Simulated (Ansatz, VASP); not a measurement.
**One calculation of I, two programs**

Contents of POSCAR:

```
I
1.0
    0.0000000000      2.3656004428      3.9098401324
    2.1922454667      0.0000000000      3.9098401324
    2.1922454667      2.3656004428      0.0000000000
I
1
Direct
    0.0000000000      0.0000000000      0.0000000000
```

The input INCAR.step1:

```
SYSTEM = I
  PREC = Accurate
  ENCUT = 520
  EDIFF = 1E-5
  ISMEAR = -1
  SIGMA = 0.05
  LREAL = .FALSE.
  LASPH = .TRUE.
  NELM = 100
  ALGO = Normal
  ISIF = 2
  LWAVE = .TRUE.
  NBANDS = 10
  GGA = PE
```

Contents of INCAR.step2:

```
SYSTEM = I
  PREC = Accurate
  ENCUT = 520
  EDIFF = 1E-7
  ISMEAR = -1
  SIGMA = 0.05
  LREAL = .FALSE.
  LASPH = .TRUE.
  NELM = 100
  ALGO = Normal
  ISIF = 2
  LWAVE = .FALSE.
  LCHARG = .TRUE.
  GGA = PS
  LHFCALC = .TRUE.
  AEXX = 0.25
  HFSCREEN = 0.207
  PRECFOCK = Normal
  LELF = .TRUE.
  LVHAR = .TRUE.
  NBANDS = 10
  ISTART = 1
```

KPOINTS

```
regular mesh
0
G
  5 5 5
  0 0 0
```

Contents of input.yaml:

```yaml
crystal:
  lattice:
    - [0.0, 2.3656004428, 3.9098401324]
    - [2.1922454667, 0.0, 3.9098401324]
    - [2.1922454667, 2.3656004428, 0.0]
  atoms:
    - { symbol: I, position: [0.0, 0.0, 0.0] }
hamiltonian:
  xc:
    exchange: hjs_pbesol
    correlation: pbesol
    exx: { coeff: 0.25, omega: 0.207 }
  pseudopotentials: { kind: paw }
kpoints:
  mp_grid: { grid: [5, 5, 5] }
  band_path:
    path:
      - [[0.0, 0.0, 0.0], [0.5, 0.0, 0.5], [0.5, 0.1138942365, 0.6138942365], [0.0504161431, 0.5, 0.5504161431], [0.0, 0.5, 0.5], [0.0, 0.0, 0.0], [0.5, 0.5, 0.0], [0.9495838569, 0.5, 0.4495838569], [0.8622775204, 0.3622775204, 0.5], [0.5, 0.1138942365, 0.6138942365]]
      - [[0.5, 0.8861057635, 0.3861057635], [0.5, 0.5, 0.0]]
      - [[0.0, 0.5, 0.5], [0.1377224796, 0.6377224796, 0.5]]
      - [[0.8622775204, 0.3622775204, 0.5], [0.5, 0.0, 0.5]]
      - [[0.5, 0.5, 0.5], [0.0, 0.0, 0.0]]
    npoints: 4
scf:
  occupations: { method: fermi_dirac, width: 0.05 }
  n_extra_bands: 6
output:
  forces: true
  stress: true
  eigenvalues: true
  fatbands: false
```

Alike in both runs: functional PBEsol-based screened hybrid; k mesh 5 × 5 × 5; occupations fermi-dirac, width 0.05 eV; no spin polarisation.

|  | VASP | Ansatz |
| --- | --- | --- |
| version | VASP 6.6.1 | Ansatz 0.2.0 |
| potentials or method | VASP PAW PBE potentials, release 64 (I) | Ansatz PAW |
| plane-wave cutoff (eV) | 520 | 420 |
| valence electrons in the cell | 7 | 17 |
| task | single point | band structure |

Ansatz gave:

| Item | Value |
| --- | --- |
| gap on the k mesh at the Fermi level (eV) | none |
| pressure (GPa) | -2.1 |
| traceless stress, the component that is largest in VASP (GPa) | 1.87 |

Task: What did VASP give for the same quantities?

Result: gap on the k mesh at the Fermi level (eV): none; pressure (GPa): -2.2; traceless stress, the component that is largest in VASP (GPa): 2.00.

VASP's potentials were made for PBE, not for PBEsol-based screened hybrid. A gap of «none» marks a metal or a gap that the smearing closes. VASP's potentials hold 7 valence electrons a cell and Ansatz's 17, so a difference there can come from the potentials and not from the codes.

The k mesh is coarse, so the values compare programs but aren't converged. Spin-orbit coupling is off throughout.
